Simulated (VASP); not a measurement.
# Mg3TeSe2 (P6/mmm) in VASP: a series of runs

Mg3TeSe2 is run at these levels: PBE; tasks: single point.

All numbers are computed with VASP 6.6.1; they aren't measurements. Logs are shortened: lines on timing, memory, paths and dates and some standing lists are left out, and cuts for length are marked.

### Step 1. The cell of the first run

It takes space group P6/mmm (No. 191, hexagonal). Conventional cell: a = 5.982 Å, b = 5.982 Å, c = 4.653 Å, α = 90.00°, β = 90.00°, γ = 120.00°. Within 3.8 Å of Mg (site symmetry mmm) lie 4 Se at 2.90 Å and 4 Mg at 2.99 Å and 4 Te at 3.79 Å. Within 4.7 Å of Te (site symmetry 6/mmm) lie 6 Se at 3.45 Å and 12 Mg at 3.79 Å and 2 Te at 4.65 Å. Within 3.8 Å of Se (site symmetry -6m2) lie 6 Mg at 2.90 Å and 3 Se at 3.45 Å and 3 Te at 3.45 Å.

The cell was built from a structure type or drawn by symmetry, and may not be a known phase.

### Step 2. Single point, PBE

Contents of INCAR:

```
SYSTEM = Mg3TeSe2
PREC = Accurate ; ENCUT = 520
EDIFF = 1E-6 ; ISMEAR = 0
SIGMA = 0.1 ; LREAL = .False.
LASPH = .True. ; NELM = 60
ALGO = Normal ; ISIF = 2
LWAVE = .False. ; LCHARG = .True.
GGA = PE ; LELF = .True.
LVHAR = .True. ; NBANDS = 21
```

Contents of KPOINTS:

```
regular mesh
0
Gamma
  3 3 4
  0 0 0
```

Contents of POSCAR:

```
Mg3TeSe2
1.0
    5.9818903900      0.0000000000      0.0000000000
   -2.9909452000      5.1804690400      0.0000000000
    0.0000000000      0.0000000000      4.6525918000
Mg Te Se
3 1 2
Direct
    0.5000000000      0.0000000000      0.5000000000
    0.5000000000      0.5000000000      0.5000000000
    0.0000000000      0.5000000000      0.5000000000
    0.0000000000      0.0000000000      0.0000000000
    0.3333333300      0.6666666700      0.0000000000
    0.6666666700      0.3333333300      0.0000000000
```

Potentials or basis: VASP PAW PBE potentials, release 64 (Mg, Te, Se).

Launch:

```sh
cat potpaw_PBE.64/Mg/POTCAR potpaw_PBE.64/Te/POTCAR potpaw_PBE.64/Se/POTCAR > POTCAR
mpirun -np 1 vasp_std > vasp.out
```

OUTCAR:

```text
SYSTEM = Mg3TeSe2
   PREC = Accurate
   ENCUT = 520
   EDIFF = 1E-6
   ISMEAR = 0
   LREAL = .False.
   LASPH = .True.
   NELM = 60
   ISIF = 2
   GGA = PE

 ion  position               nearest neighbor table
   1  0.500  0.000  0.500-   5 2.90   6 2.90   5 2.90   6 2.90   3 2.99   3 2.99   2 2.99   2 2.99

   2  0.500  0.500  0.500-   5 2.90   6 2.90   5 2.90   6 2.90   3 2.99   3 2.99   1 2.99   1 2.99

   3  0.000  0.500  0.500-   5 2.90   6 2.90   5 2.90   6 2.90   1 2.99   1 2.99   2 2.99   2 2.99

   4  0.000  0.000  0.000-
   5  0.333  0.667  0.000-   3 2.90   3 2.90   1 2.90   1 2.90   2 2.90   2 2.90
   6  0.667  0.333  0.000-   3 2.90   3 2.90   1 2.90   1 2.90   2 2.90   2 2.90

  LATTYP: Found a hexagonal cell.
 ALAT       =     5.9818903900
 C/A-ratio  =     0.7777795139

  Lattice vectors:

 A1 = (   5.9818903900,   0.0000000000,   0.0000000000)
 A2 = (  -2.9909452000,   5.1804690400,   0.0000000000)
 A3 = (   0.0000000000,   0.0000000000,   4.6525918000)

Analysis of symmetry for initial positions (statically):
=====================================================================
 Subroutine PRICEL returns:
 Original cell was already a primitive cell.

 Routine SETGRP: Setting up the symmetry group for a
 hexagonal supercell.

 Subroutine GETGRP returns: Found 24 space group operations
 (whereof 24 operations were pure point group operations)
 out of a pool of 24 trial point group operations.

The static configuration has the point symmetry D_6h.

Analysis of symmetry for dynamics (positions and initial velocities):
=====================================================================
 Subroutine PRICEL returns:
 Original cell was already a primitive cell.

 Routine SETGRP: Setting up the symmetry group for a
 hexagonal supercell.

 Subroutine GETGRP returns: Found 24 space group operations
 (whereof 24 operations were pure point group operations)
 out of a pool of 24 trial point group operations.

The dynamic configuration has the point symmetry D_6h.

 Subroutine INISYM returns: Found 24 space group operations
 (whereof 24 operations are pure point group operations),
 and found     1 'primitive' translations

----------------------------------------------------------------------------------------

                                     Primitive cell

  volume of cell :     144.1792

  direct lattice vectors                    reciprocal lattice vectors
     5.981890390  0.000000000  0.000000000     0.167171234  0.096516357  0.000000000
    -2.990945200  5.180469040  0.000000000     0.000000000  0.193032714  0.000000000
     0.000000000  0.000000000  4.652591800     0.000000000  0.000000000  0.214933964

  length of vectors
     5.981890390  5.981890392  4.652591800     0.193032714  0.193032714  0.214933964

  position of ions in fractional coordinates (direct lattice)
     0.500000000  0.000000000  0.500000000
     0.500000000  0.500000000  0.500000000
     0.000000000  0.500000000  0.500000000
     0.000000000  0.000000000  0.000000000
     0.333333330  0.666666670  0.000000000
     0.666666670  0.333333330  0.000000000

  ion indices of the primitive-cell ions
   primitive index   ion index
                 1           1
                 2           2
                 3           3
                 4           4
                 5           5
                 6           6

----------------------------------------------------------------------------------------

 KPOINTS: regular mesh

Automatic generation of k-mesh.
 Grid dimensions read from file:
 generate k-points for:    3    3    4

 Generating k-lattice:

  Cartesian coordinates                     Fractional coordinates (reciprocal lattice)
     0.055723745  0.032172119  0.000000000     0.333333333 -0.000000000  0.000000000
     0.000000000  0.064344238  0.000000000     0.000000000  0.333333333  0.000000000
     0.000000000  0.000000000  0.053733491     0.000000000  0.000000000  0.250000000

  Length of vectors
     0.064344238  0.064344238  0.053733491

  Shift w.r.t. Gamma in fractional coordinates (k-lattice)
     0.000000000  0.000000000  0.000000000

 Subroutine IBZKPT returns following result:
 ===========================================

 Found      9 irreducible k-points:

 Following reciprocal coordinates:
            Coordinates               Weight
  0.000000  0.000000  0.000000      1.000000
  0.333333  0.000000  0.000000      6.000000
  0.333333  0.333333  0.000000      2.000000
  0.000000  0.000000  0.250000      2.000000
  0.333333  0.000000  0.250000     12.000000
  0.333333  0.333333  0.250000      4.000000
  0.000000  0.000000  0.500000      1.000000
  0.333333  0.000000  0.500000      6.000000
  0.333333  0.333333  0.500000      2.000000
   k-points           NKPTS =      9   k-points in BZ     NKDIM =      9   number of bands    NBANDS=     21
   number of dos      NEDOS =    301   number of ions     NIONS =      6
   total plane-waves  NPLWV =  82944
   dimension x,y,z NGX =    48 NGY =   48 NGZ =   36
   dimension x,y,z NGXF=    96 NGYF=   96 NGZF=   72
   ions per type =               3   1   2
   NGX,Y,Z   is equivalent  to a cutoff of  13.34, 13.34, 12.86 a.u.
   NGXF,Y,Z  is equivalent  to a cutoff of  26.68, 26.68, 25.73 a.u.
 SYSTEM =  Mg3TeSe2
   PREC   = accura    normal or accurate (medium, high low for compatibility)
   ISTART =      0    job   : 0-new  1-cont  2-samecut
   ICHARG =      2    charge: 1-file 2-atom 10-const
   ISPIN  =      1    spin polarized calculation?
   LNONCOLLINEAR =      F non collinear calculations
   LSORBIT =      F    spin-orbit coupling
   LASPH  =      T    aspherical Exc in radial PAW
   ENCUT  =  520.0 eV  38.22 Ry    6.18 a.u.  11.12 11.12  8.65*2*pi/ulx,y,z
   NELM   =     60;   NELMIN=  2; NELMDL= -5     # of ELM steps
   EDIFF  = 0.1E-05   stopping-criterion for ELM
   LREAL  =      F    real-space projection
   EDIFFG = 0.1E-04   stopping-criterion for IOM
   NSW    =      0    number of steps for IOM
   IBRION =     -1    ionic relax: 0-MD 1-quasi-New 2-CG
   NFREE  =      0    steps in history (QN), initial steepest desc. (CG)
   ISIF   =      2    stress and relaxation
   ISYM   =      2    0-nonsym 1-usesym 2-fastsym
   POTIM  = 0.5000    time-step for ionic-motion
   TEBEG  =    0.0;   TEEND  =   0.0 temperature during run
   PSTRESS=    0.0 pullay stress
   NELECT =      24.0000    total number of electrons
   NUPDOWN=      -1.0000    fix difference up-down
   EMIN   =  10.00;   EMAX   =-10.00  energy-range for DOS
   EFERMI =   0.00;   METHOD = LEGACY
   ISMEAR =     0;   SIGMA  =   0.10  broadening in eV -4-tet -1-fermi 0-gaus
   EFERMI_NEDOS =   21; number of points for ismear=-14 and -15
   IALGO  =     38    algorithm
   IMIX   =      4    mixing-type and parameters
     AMIX     =   0.40;   BMIX     =  1.00
     AMIX_MAG =   1.60;   BMIX_MAG =  1.00
  volume/ion in A,a.u.               =      24.03       162.16
  Fermi-wavevector in a.u.,A,eV,Ry     =   0.900557  1.701805 11.034358  0.811002
  Thomas-Fermi vector in A             =   2.023529
   LORBIT       =      0    0 simple, 1 ext, 2 COOP (PROOUT), +10 PAW based schemes
   GGA     = PE    functional components
   LHFCALC =     F    Hartree Fock is set to
   AEXX    =    0.0000 exact exchange contribution
   IVDW    =     0    specifies the selected vdW correction
   LEPSILON=     F    determine dielectric tensor
   LRPA    =     F    only Hartree local field effects (RPA)
 non-spin polarized calculation
 Gauss-broadening in eV      SIGMA  =   0.10
  energy-cutoff  :      520.00
  volume of cell :      144.18
 maximum number of plane-waves:      3903
 NGX is ok and might be reduce to    48
   NGX = 23   NGY = 23   NGZ = 17

 number of electron      24.0000000 magnetization

 Free energy of the ion-electron system (eV)
  ---------------------------------------------------
  ext. energy  EPLUGINS =         0.00000000
  ---------------------------------------------------
  free energy    TOTEN  =       -15.21584913 eV

  energy without entropy =      -15.17365835  energy(sigma->0) =      -15.19475374

 E-fermi :   4.5001     XC(G=0):  -9.1500

 val. band max:        4.4886837347   @ k =   0.3333   0.0000   0.2500
 cond. band min:       4.5607651150   @ k =   0.3333   0.3333   0.5000
 fundamental gap:      0.0720813803
 Fermi energy:         4.5000641161

 k-point     1 :       0.0000    0.0000    0.0000
  band No.  band energies     occupation
      1      -9.5522      2.00000
      2      -8.2566      2.00000
      3      -5.9651      2.00000
      4      -0.1376      2.00000
      5      -0.1059      2.00000
      6      -0.1059      2.00000
[... 13 lines left out ...]
     20       8.4236      0.00000
     21       8.4236      0.00000

 k-point     2 :       0.3333    0.0000    0.0000
  band No.  band energies     occupation
      1      -9.2621      2.00000
      2      -8.5442      2.00000
      3      -6.2640      2.00000
      4      -0.9279      2.00000
      5       0.0290      2.00000
      6       0.1947      2.00000
[... 13 lines left out ...]
     20       9.0639      0.00000
     21       9.9180      0.00000

 k-point     3 :       0.3333    0.3333    0.0000
  band No.  band energies     occupation
      1      -8.8897      2.00000
      2      -8.8897      2.00000
      3      -6.4692      2.00000
      4       0.0865      2.00000
      5       0.0968      2.00000
      6       0.0968      2.00000
[... 13 lines left out ...]
     20       9.0651      0.00000
     21       9.1210      0.00000
[... 97 lines left out ...]
 k-point     8 :       0.3333    0.0000    0.5000
  band No.  band energies     occupation
      1      -9.0691      2.00000
      2      -8.4079      2.00000
      3      -6.0968      2.00000
      4      -2.2181      2.00000
      5      -0.9163      2.00000
      6      -0.4390      2.00000
[... 13 lines left out ...]
     20      10.1287      0.00000
     21      10.3082      0.00000

 k-point     9 :       0.3333    0.3333    0.5000
  band No.  band energies     occupation
      1      -8.7250      2.00000
      2      -8.7250      2.00000
      3      -6.2824      2.00000
      4      -1.5634      2.00000
      5      -1.5634      2.00000
      6       0.5384      2.00000
[... 13 lines left out ...]
     20       9.7538      0.00000
     21       9.9631      0.00000

------------------------ aborting loop because EDIFF is reached ----------------------------------------

  FORCE on cell =-STRESS in cart. coord.  units (eV):
  Direction    XX          YY          ZZ          XY          YZ          ZX
  --------------------------------------------------------------------------------------
  -------------------------------------------------------------------------------------
  Total        5.9028025      5.9028025    -11.1615485     -0.0000000      0.0000000      0.0000000
  in kB       65.5943374     65.5943374   -124.0316576     -0.0000001      0.0000000      0.0000000
  external PRESSURE =       2.3856724 kB  Pullay stress =       0.0000000 kB

 VOLUME and BASIS-vectors are now :
 -----------------------------------------------------------------------------
  energy-cutoff  :      520.00
  volume of cell :      144.18
      direct lattice vectors                 reciprocal lattice vectors
     5.981890390  0.000000000  0.000000000     0.167171234  0.096516357  0.000000000
    -2.990945200  5.180469040  0.000000000     0.000000000  0.193032714  0.000000000
     0.000000000  0.000000000  4.652591800     0.000000000  0.000000000  0.214933964

 POSITION                                       TOTAL-FORCE (eV/Angst)
 -----------------------------------------------------------------------------------
      2.99095      0.00000      2.32630         0.000000      0.000000      0.000000
      1.49547      2.59023      2.32630         0.000000      0.000000      0.000000
     -1.49547      2.59023      2.32630         0.000000      0.000000      0.000000
      0.00000      0.00000      0.00000         0.000000      0.000000      0.000000
     -0.00000      3.45365      0.00000        -0.000000      0.000000     -0.000000
      2.99095      1.72682      0.00000         0.000000      0.000000      0.000000
 -----------------------------------------------------------------------------------
    total drift:                               -0.000000      0.000000     -0.000000

  FREE ENERGIE OF THE ION-ELECTRON SYSTEM (eV)
  ---------------------------------------------------
  free  energy   TOTEN  =       -15.2158491304 eV

  energy  without entropy=      -15.1736583516  energy(sigma->0) =      -15.19475374
```

It took 21 s on 1 thread of Intel Xeon 6975P-C (Granite Rapids), shared host; peak memory 0.28 GiB.

Results:

* Free energy: -15.2158 eV
* Pressure: 0.2 GPa
* Band gap on the k mesh: zero (bands 12 and 13 overlap by 1.63 eV)

Stress tensor (GPa, compression positive):
```
  6.56   0.00   0.00
  0.00   6.56   0.00
  0.00   0.00 -12.40
```

Caveat: the k points lie up to 0.40 Å⁻¹ apart, too coarse for converged energies and pressures of a metal; spin-orbit coupling is left out, which moves the levels of the heavy elements.

### Step 3. Single point, PBE

This run uses another cell than the first one, of 24.77 Å³/atom.

Contents of INCAR:

```
SYSTEM = Mg3TeSe2
ALGO     = Normal         ! electronic algorithm
EDIFF    = 1E-6           ! SCF threshold, eV
ENCUT    = 520            ! plane-wave cutoff, eV
GGA      = PE             ! functional
ISIF     = 2              ! what is computed and relaxed
ISMEAR   = 0              ! smearing method
LASPH    = .True.         ! aspherical terms in the spheres
LCHARG   = .False.        ! write CHGCAR
LREAL    = .False.        ! projectors in reciprocal space
LWAVE    = .False.        ! write WAVECAR
NBANDS   = 21             ! bands
NELM     = 100            ! most SCF steps
PREC     = Accurate       ! precision mode
SIGMA    = 0.1            ! smearing width, eV
```

Contents of KPOINTS:

```
k-points
0
Gamma
  6 6 10
  0 0 0
```

Contents of POSCAR:

```
Mg3TeSe2
1.0
    6.9538746501      0.0000000034      0.0000000000
   -3.4769373280      6.0222321001      0.0000000000
    0.0000000000      0.0000000000      3.5490649447
Mg Te Se
3 1 2
Direct
    0.5000000000      0.0000000000      0.5000000000
    0.5000000000      0.5000000000      0.5000000000
    0.0000000000      0.5000000000      0.5000000000
    0.0000000000      0.0000000000      0.0000000000
    0.3333333333      0.6666666667      0.0000000000
    0.6666666667      0.3333333333      0.0000000000
```

Potentials or basis: VASP PAW PBE potentials, release 64 (Mg, Te, Se).

Launch:

```sh
cat potpaw_PBE.64/Mg/POTCAR potpaw_PBE.64/Te/POTCAR potpaw_PBE.64/Se/POTCAR > POTCAR
mpirun -np 1 vasp_std > vasp.out
```

It took 67 s on 1 thread of Intel Xeon 6975P-C (Granite Rapids), shared host; peak memory 0.35 GiB.

The run converged. Its results:

```
Free energy            : -18.6458 eV
Pressure               : -0.1 GPa
Band gap on the k mesh : zero (bands 12 and 13 overlap by 1.73 eV)
```

Levels at points of the mesh, in eV from the Fermi level:
| k point | band 10 | band 11 | band 12 | band 13 | band 14 | band 15 |
| --- | --- | --- | --- | --- | --- | --- |
| (0.00, 0.00, 0.00) | -1.74 | -1.74 | -0.59 | 1.31 | 2.91 | 2.98 |
| (0.50, 0.00, 0.00) | -2.36 | -2.09 | 0.66 | 1.23 | 1.52 | 1.88 |
| (0.00, 0.00, 0.50) | -3.55 | -0.72 | -0.72 | -0.18 | -0.18 | 0.60 |
| (0.50, 0.00, 0.50) | -3.02 | -1.02 | -0.83 | -0.81 | 0.61 | 0.99 |

Caveat: spin-orbit coupling is left out, which moves the levels of the heavy elements.

[end of part 1 of 2]
